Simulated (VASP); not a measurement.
The system is Na6Cd2Mo.

```
CELL_PARAMETERS angstrom
4.94637 0.00000 0.00000
-2.47319 4.28368 0.00000
0.00000 0.00000 10.84952
ATOMIC_POSITIONS crystal
Na 0.33333 0.66667 0.76740
Na 0.66667 0.33333 0.76740
Na 0.66667 0.33333 0.23260
Na 0.33333 0.66667 0.23260
Na 0.33333 0.66667 0.50000
Na 0.66667 0.33333 0.50000
Cd 0.33333 0.66667 0.00000
Cd 0.66667 0.33333 0.00000
Mo 0.00000 0.00000 0.00000
```

The cell was built from a structure type or drawn by symmetry, and may not be a known phase.

```yaml
Program: VASP 6.6.1
Task: relaxation of cell and atoms
Functional: PBE
Potentials_or_basis: VASP PAW PBE potentials, release 64 (Na_pv, Cd, Mo_sv)
Cutoff: 600 eV
k_mesh: 6 × 6 × 2
Occupations: gaussian, width 0.1 eV
Spin: no spin polarisation
```

At the start: pressure 6.1 GPa; volume 25.54 Å³/atom.

Problem. How do energy, volume and symmetry change on relaxing?

Solution. Over 10 steps the energy falls by 146.0 meV/atom and the volume is 32.03 Å³/atom (+25.4 %); space group P6/mmm (No. 191, to 0.1 Å) before and after.

The path:
```tsv
step	energy change (eV)	largest force (eV/Å)	pressure (GPa)	volume (Å³)
1	0.0000	0.7733	6.09	229.89
2	-1.1387	0.0665	1.39	263.38
3	-1.2642	0.0614	0.26	277.20
4	-1.2803	0.1034	-0.18	284.06
5	-1.2805	0.1113	-0.28	285.54
6	-1.2953	0.1082	-0.07	283.47
7	-1.2986	0.1069	0.09	282.03
8	-1.3020	0.0987	0.06	282.66
9	-1.3096	0.0692	-0.02	284.53
10	-1.3144	0.0152	-0.17	288.31
```

Final structure:
```xyz
9
Lattice="5.1056 0.0000 0.0000 -2.5528 4.4216 0.0000 0.0000 0.0000 12.7715" Properties=species:S:1:pos:R:3 pbc="T T T"
Na    0.0000    2.9477    9.8162
Na    2.5528    1.4739    9.8162
Na    2.5528    1.4739    2.9553
Na    0.0000    2.9477    2.9553
Na    0.0000    2.9477    6.3857
Na    2.5528    1.4739    6.3857
Cd    0.0000    2.9477    0.0000
Cd    2.5528    1.4739    0.0000
Mo   -2.5528    4.4216    0.0000
```

Caveat: the volume moved by over 15 % at a fixed basis, so the end points are rough.
